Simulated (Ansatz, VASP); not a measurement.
## Ta3N in VASP and in Ansatz

File INCAR:

```
PREC = Accurate
ENCUT = 600
EDIFF = 1E-7
ISMEAR = 0
SIGMA = 0.1
LREAL = False
LASPH = True
NELM = 100
ALGO = Normal
ISIF = 3
LWAVE = False
LCHARG = False
GGA = PE
IBRION = 2
NSW = 100
EDIFFG = -0.01
```

File KPOINTS:

```
Automatic mesh
0
Gamma
  12 12 12
```

POSCAR

```
Ta3N
1.0
    3.9695993417      0.0000000000      0.0000000000
    0.0000000000      3.9695993417      0.0000000000
    0.0000000000      0.0000000000      3.9695993417
Ta N
3 1
Direct
    0.0000000000      0.5000000000      0.5000000000
    0.5000000000      0.0000000000      0.5000000000
    0.5000000000      0.5000000000      0.0000000000
    0.0000000000      0.0000000000      0.0000000000
```

Input for Ansatz:

```yaml
crystal:
  lattice:
    - [3.9695993417, 0.0, 0.0]
    - [0.0, 3.9695993417, 0.0]
    - [0.0, 0.0, 3.9695993417]
  atoms:
    - { symbol: Ta, position: [0.0, 0.5, 0.5] }
    - { symbol: Ta, position: [0.5, 0.0, 0.5] }
    - { symbol: Ta, position: [0.5, 0.5, 0.0] }
    - { symbol: "N", position: [0.0, 0.0, 0.0] }
basis:
  ecutwfc: 420
kpoints:
  mp_grid: { grid: [12, 12, 12] }
hamiltonian:
  xc: pbe
scf:
  occupations: { method: gaussian, width: 0.1 }
output:
  forces: true
  stress: true
  eigenvalues: true
  write_density: true
  write_potential: true
  elf: true
  volumetric_format: npy
relax:
  adjacent_minimum: "off"
  f_tol: 0.01
  max_steps: 80
  cell: { stress_tol: 0.05 }
```

Alike in both runs: task relaxation of cell and atoms; functional PBE; k mesh 12 × 12 × 12; occupations gaussian, width 0.1 eV; no spin polarisation.

|  | VASP | Ansatz |
| --- | --- | --- |
| version | VASP 6.6.1 | Ansatz 0.2.0 |
| potentials or method | VASP PAW PBE potentials, release 64 (Ta_pv, N), cutoff 600 eV | scalar-relativistic, plane waves, PAW |
| valence electrons in the cell | 38 | 44 |

VASP gave:

```
gap on the k mesh at the Fermi level, each at its own relaxed structure (eV) : none
relaxed volume (Å³/atom)                                                     : 15.59
relaxed cell length with the largest relative difference (Å)                 : 3.966
```

Task: What did Ansatz give for the same quantities?

Result: gap on the k mesh at the Fermi level, each at its own relaxed structure (eV): none; relaxed volume (Å³/atom): 15.58; relaxed cell length with the largest relative difference (Å): 3.965.

A gap of «none» marks a metal or a gap that the smearing closes. VASP's potentials hold 38 valence electrons a cell and Ansatz's 44, so a difference there can come from the potentials and not from the codes.

Spin-orbit coupling is off throughout.
